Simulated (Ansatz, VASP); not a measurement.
# Two plane-wave programs on Cu3F2

```
Cu F
1.0
     2.74629    0.00000    0.00000
    -1.37314    2.37835    0.00000
     0.00000    0.00000    8.55847
Cu F
3 2
Cartesian
  0.0000 0.0000 0.0000
  0.0000 1.5856 5.2345
  1.3731 0.7928 3.3239
  0.0000 1.5856 1.6310
  1.3731 0.7928 6.9274
```

Alike in both runs: functional PBE; k mesh 6 × 6 × 4; occupations gaussian, width 0.1 eV; no spin polarisation.

Ansatz relaxed the structure, and its values are those at the end. VASP's run is a single point on that final structure, the one shown.

|  | VASP | Ansatz |
| --- | --- | --- |
| version | VASP 6.6.1 | Ansatz 0.2.0 |
| potentials or method | VASP PAW PBE potentials, release 64 (Cu, F), cutoff 520 eV | scalar-relativistic, plane waves, PAW |
| valence electrons in the cell | 47 | 71 |

```tsv
	VASP	Ansatz	Ansatz less VASP
gap on the k mesh at the Fermi level (eV)	none	none	-
pressure (GPa)	-0.1	0.0	+0.09
rms of the force components (eV/Å)	0.009	0.001	-0.0081
```

A gap of «none» marks a metal or a gap that the smearing closes. The functional is the same, so the differences come from potentials, cutoffs and numerics. VASP's potentials hold 47 valence electrons a cell and Ansatz's 71, so a difference there can come from the potentials and not from the codes.

The k mesh is coarse, so the values compare programs but aren't converged.
